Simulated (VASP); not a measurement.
# RbScSe2 in VASP: notebook

Runs on RbScSe2. Level: PBE. Tasks: single point, molecular dynamics.

Program: VASP 6.6.1. These are calculated values, not measurements. Logs are shortened: lines on timing, memory, paths and dates and some standing lists are left out, and cuts for length are marked.

**1. The cell of the first run**

The cell holds a disordered packing, 4 atoms: a = 4.789 Å, b = 4.859 Å, c = 4.711 Å, α = 86.80°, β = 85.64°, γ = 100.99°.

**2. Single point, PBE**

File INCAR:

```
PREC = Accurate
ENCUT = 520
EDIFF = 1E-6
ISMEAR = 0
SIGMA = 0.1
LREAL = F
LASPH = T
NELM = 80
ALGO = Normal
ISIF = 2
LWAVE = F
LCHARG = F
GGA = PE
NBANDS = 24
```

File KPOINTS:

```
Automatic mesh
0
Gamma
  3 3 3
```

File POSCAR:

```
RbScSe2
1.0
    4.7348090000     -0.1340920000      0.7033790000
   -0.7839420000      4.7936530000     -0.1160080000
   -0.3249790000      0.3267550000      4.6882140000
Rb Sc Se
1 1 2
Direct
    0.2357127580      0.8112796107      0.8916260053
    0.0034206125      0.2454670540      0.3574231370
    0.6331992948      0.3808587998      0.9608790428
    0.7323167382      0.6865796250      0.4972176002
```

Potentials or basis: VASP PAW PBE potentials, release 64 (Rb_sv, Sc_sv, Se).

Command:

```bash
cat potpaw_PBE.64/Rb_sv/POTCAR potpaw_PBE.64/Sc_sv/POTCAR potpaw_PBE.64/Se/POTCAR > POTCAR
mpirun -np 1 vasp_std > vasp.out
```

OUTCAR:

```text
PREC = Accurate
   ENCUT = 520
   EDIFF = 1E-6
   ISMEAR = 0
   LREAL = F
   LASPH = T
   NELM = 80
   ISIF = 2
   GGA = PE

 ion  position               nearest neighbor table
   1  0.236  0.811  0.892-   4 3.08   3 3.09   3 3.10   4 3.14   3 3.21   2 3.38   2 3.40   4 3.54
                             2 3.57   2 3.89   4 3.94   2 4.40
   2  0.003  0.245  0.357-   4 2.79   4 2.80   3 2.81   1 3.38   1 3.40   1 3.57   1 3.89   1 4.40

   3  0.633  0.381  0.961-   4 2.53   2 2.81   1 3.09   1 3.10   1 3.21
   4  0.732  0.687  0.497-   3 2.53   2 2.79   2 2.80   1 3.08   1 3.14   1 3.54   1 3.94

  LATTYP: Found a triclinic cell.
 ALAT       =     4.8587171146
 B/A-ratio  =     1.4311714925
 C/A-ratio  =     2.6937766956
 COS(alpha) =     0.0012049177
 COS(beta)  =     0.6325222516
 COS(gamma) =     0.7365324018

  Lattice vectors:

 A1 = (  -0.7839420000,   4.7936530000,  -0.1160080000)
 A2 = (  -1.1089210000,   5.1204080000,   4.5722060000)
 A3 = (   3.8168830000,   8.7997040000,  -8.9050650000)

Analysis of symmetry for initial positions (statically):
=====================================================================
 Subroutine PRICEL returns:
 Original cell was already a primitive cell.

 Routine SETGRP: Setting up the symmetry group for a
 triclinic supercell.

 Subroutine GETGRP returns: Found  1 space group operations
 (whereof  1 operations were pure point group operations)
 out of a pool of  2 trial point group operations.

The static configuration has the point symmetry C_1 .

Analysis of symmetry for dynamics (positions and initial velocities):
=====================================================================
 Subroutine PRICEL returns:
 Original cell was already a primitive cell.

 Routine SETGRP: Setting up the symmetry group for a
 triclinic supercell.

 Subroutine GETGRP returns: Found  1 space group operations
 (whereof  1 operations were pure point group operations)
 out of a pool of  2 trial point group operations.

The dynamic configuration has the point symmetry C_1 .

 Subroutine INISYM returns: Found  1 space group operations
 (whereof  1 operations are pure point group operations),
 and found     1 'primitive' translations

[... 83 lines left out ...]
   LSORBIT =      F    spin-orbit coupling
   LASPH  =      T    aspherical Exc in radial PAW
   ENCUT  =  520.0 eV  38.22 Ry    6.18 a.u.   8.90  9.03  8.76*2*pi/ulx,y,z
   NELM   =     80;   NELMIN=  2; NELMDL= -5     # of ELM steps
   EDIFF  = 0.1E-05   stopping-criterion for ELM
   LREAL  =      F    real-space projection
   EDIFFG = 0.1E-04   stopping-criterion for IOM
   NSW    =      0    number of steps for IOM
   IBRION =     -1    ionic relax: 0-MD 1-quasi-New 2-CG
   NFREE  =      0    steps in history (QN), initial steepest desc. (CG)
   ISIF   =      2    stress and relaxation
   ISYM   =      2    0-nonsym 1-usesym 2-fastsym
   POTIM  = 0.5000    time-step for ionic-motion
   TEBEG  =    0.0;   TEEND  =   0.0 temperature during run
   PSTRESS=    0.0 pullay stress
   NELECT =      32.0000    total number of electrons
   NUPDOWN=      -1.0000    fix difference up-down
   EMIN   =  10.00;   EMAX   =-10.00  energy-range for DOS
   EFERMI =   0.00;   METHOD = LEGACY
   ISMEAR =     0;   SIGMA  =   0.10  broadening in eV -4-tet -1-fermi 0-gaus
   EFERMI_NEDOS =   21; number of points for ismear=-14 and -15
   IALGO  =     38    algorithm
   IMIX   =      4    mixing-type and parameters
     AMIX     =   0.40;   BMIX     =  1.00
     AMIX_MAG =   1.60;   BMIX_MAG =  1.00
  volume/ion in A,a.u.               =      26.75       180.53
  Fermi-wavevector in a.u.,A,eV,Ry     =   1.094769  2.068813 16.306844  1.198519
  Thomas-Fermi vector in A             =   2.231080
   LORBIT       =      0    0 simple, 1 ext, 2 COOP (PROOUT), +10 PAW based schemes
   GGA     = PE    functional components
   LHFCALC =     F    Hartree Fock is set to
   AEXX    =    0.0000 exact exchange contribution
   IVDW    =     0    specifies the selected vdW correction
   LEPSILON=     F    determine dielectric tensor
   LRPA    =     F    only Hartree local field effects (RPA)
 non-spin polarized calculation
 Gauss-broadening in eV      SIGMA  =   0.10
  energy-cutoff  :      520.00
  volume of cell :      107.01
 maximum number of plane-waves:      2900
   NGX = 17   NGY = 19   NGZ = 17

 number of electron      32.0000001 magnetization

 Free energy of the ion-electron system (eV)
  ---------------------------------------------------
  ext. energy  EPLUGINS =         0.00000000
  ---------------------------------------------------
  free energy    TOTEN  =       -15.66444515 eV

  energy without entropy =      -15.65392190  energy(sigma->0) =      -15.65918353

 E-fermi :   3.7932     XC(G=0):  -9.1434

 val. band max:        3.7691945601   @ k =   0.0000   0.0000   0.0000
 cond. band min:       3.8015303687   @ k =   0.3333  -0.0000  -0.0000
 fundamental gap:      0.0323358086
 Fermi energy:         3.7931981176

 k-point     1 :       0.0000    0.0000    0.0000
  band No.  band energies     occupation
      1     -47.0829      2.00000
      2     -25.8033      2.00000
      3     -25.6979      2.00000
      4     -25.6288      2.00000
      5     -23.5748      2.00000
      6     -10.7015      2.00000
[... 367 lines left out ...]
     23       7.5847      0.00000
     24       8.6629      0.00000

------------------------ aborting loop because EDIFF is reached ----------------------------------------

  FORCE on cell =-STRESS in cart. coord.  units (eV):
  Direction    XX          YY          ZZ          XY          YZ          ZX
  --------------------------------------------------------------------------------------
  -------------------------------------------------------------------------------------
  Total       -2.7112588      4.6134938      8.4064777      0.1424228     -0.3855024     -0.4833084
  in kB      -40.5951927     69.0770163    125.8686844      2.1324715     -5.7720583     -7.2364908
  external PRESSURE =      51.4501694 kB  Pullay stress =       0.0000000 kB

 VOLUME and BASIS-vectors are now :
 -----------------------------------------------------------------------------
  energy-cutoff  :      520.00
  volume of cell :      107.01
      direct lattice vectors                 reciprocal lattice vectors
     4.734809000 -0.134092000  0.703379000     0.210377344  0.034698971  0.012164581
    -0.783942000  4.793653000 -0.116008000     0.008022792  0.209581162 -0.014051077
    -0.324979000  0.326755000  4.688214000    -0.031364673 -0.000019930  0.211128087

 POSITION                                       TOTAL-FORCE (eV/Angst)
 -----------------------------------------------------------------------------------
      0.19030      4.14873      4.25181         0.048890      0.243309      0.240349
     -0.29239      1.29302      1.64961        -1.496676      0.027619      0.013042
      2.38724      2.05477      4.90600         0.190825     -2.170744      1.834023
      2.76756      3.35550      2.76651         1.256961      1.899816     -2.087414
 -----------------------------------------------------------------------------------
    total drift:                                0.000021      0.000264      0.000305

  FREE ENERGIE OF THE ION-ELECTRON SYSTEM (eV)
  ---------------------------------------------------
  free  energy   TOTEN  =       -15.6644451530 eV

  energy  without entropy=      -15.6539219018  energy(sigma->0) =      -15.65918353
```

Run time: 45 s. Hardware: 1 thread of Intel Xeon Platinum 8259CL at 2.50GHz (Skylake/Cascade Lake), shared host; peak memory 0.21 GiB.

Results:

```yaml
Free_energy: -15.6644 eV
Pressure: 5.1 GPa
Largest_force: 3.090 eV/Å
Band_gap_on_the_k_mesh: zero (bands 16 and 17 overlap by 0.03 eV)
```

Forces in eV/Å, atoms in the order of the input:
```
Rb   0.049  0.243  0.240
Sc  -1.497  0.028  0.013
Se   0.191 -2.171  1.834
Se   1.257  1.900 -2.087
```

Caveat: the k points lie up to 0.45 Å⁻¹ apart.

**3. Single point, PBE**

File INCAR:

```
PREC = Accurate
ENCUT = 520
EDIFF = 1E-6
ISMEAR = 0
SIGMA = 0.1
LREAL = False
LASPH = True
NELM = 100
ALGO = Normal
ISIF = 2
LWAVE = False
LCHARG = True
GGA = PE
LELF = True
LVHAR = True
NBANDS = 24
```

File KPOINTS:

```
regular mesh
0
Gamma
  3 3 3
```

File POSCAR:

```
RbScSe2
1.0
    4.7348090000     -0.1340920000      0.7033790000
   -0.7839420000      4.7936530000     -0.1160080000
   -0.3249790000      0.3267550000      4.6882140000
Rb Sc Se
1 1 2
Direct
    0.2382814665      0.8103804015      0.8931284771
   -0.0021716480      0.2479119348      0.3558140177
    0.6307149720      0.3726389394      0.9675967078
    0.7352044832      0.6943810588      0.4897895795
```

Potentials or basis: VASP PAW PBE potentials, release 64 (Rb_sv, Sc_sv, Se).

Command:

```bash
cat potpaw_PBE.64/Rb_sv/POTCAR potpaw_PBE.64/Sc_sv/POTCAR potpaw_PBE.64/Se/POTCAR > POTCAR
mpirun -np 1 vasp_std > vasp.out
```

Run time: 51 s. Hardware: 1 thread of Intel Xeon Platinum 8259CL at 2.50GHz (Skylake/Cascade Lake), shared host; peak memory 0.21 GiB.

The run converged. Its results:

| Quantity | Value |
| --- | --- |
| Free energy | -15.9721 eV |
| Pressure | 4.9 GPa |
| Largest force | 2.789 eV/Å |
| Band gap on the k mesh | zero (filled and empty bands overlap) |

Forces on the atoms (eV/Å):
```
Rb  -0.010  0.117  0.173
Sc  -1.499 -0.107 -0.013
Se   0.269 -1.890  1.487
Se   1.240  1.880 -1.646
```

Stress tensor (GPa, compression positive):
```
-4.50  0.16 -0.68
 0.16  7.42 -0.12
-0.68 -0.12 11.69
```

Levels at points of the mesh, in eV from the Fermi level:
| k point | band 14 | band 15 | band 16 | band 17 | band 18 | band 19 |
| --- | --- | --- | --- | --- | --- | --- |
| (0.00, 0.00, 0.00) | -2.28 | -2.02 | -0.13 | -0.05 | 0.70 | 0.97 |

Caveat: the k points lie up to 0.45 Å⁻¹ apart.

(Part 1 of 2 ends here.)

The gap in the log of VASP goes by the Fermi energy; the results here count the filled bands.